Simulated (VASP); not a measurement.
The system is TiO2.

```
Ti O
1.0
     0.00000    2.41490    2.41490
     2.41490    0.00000    2.41490
     2.41490    2.41490    0.00000
Ti O
1 2
Direct
  0.00000 0.00000 0.00000
  0.75000 0.75000 0.75000
  0.25000 0.25000 0.25000
```

```yaml
Program: VASP 6.6.1
Task: relaxation of cell and atoms
Functional: r2SCAN
Potentials_or_basis: VASP PAW PBE potentials, release 64 (Ti_sv, O)
Cutoff: 600 eV
k_mesh: 8 × 8 × 8
Occupations: fermi-dirac, width 0.02 eV
Spin: no spin polarisation
```

At the start: pressure -4.7 GPa; volume 9.39 Å³/atom.

Question: Where does the relaxation end?

Answer: Over 3 steps the energy falls by 2.5 meV/atom and the volume is 9.22 Å³/atom (-1.8 %); space group Fm-3m (No. 225, to 0.1 Å) before and after.

Step by step:
```tsv
step	energy change (eV)	largest force (eV/Å)	pressure (GPa)	volume (Å³)
1	0.0000	0.0000	-4.75	28.17
2	0.0046	0.0000	6.50	27.05
3	-0.0076	0.0000	0.00	27.66
```

Final structure:
```
Ti O
1.0
     0.00000    2.40046    2.40046
     2.40046    0.00000    2.40046
     2.40046    2.40046    0.00000
Ti O
1 2
Direct
  0.00000 0.00000 0.00000
  0.75000 0.75000 0.75000
  0.25000 0.25000 0.25000
```

Caveat: the PAW data sets were made with another functional, which shifts forces and pressure a little.
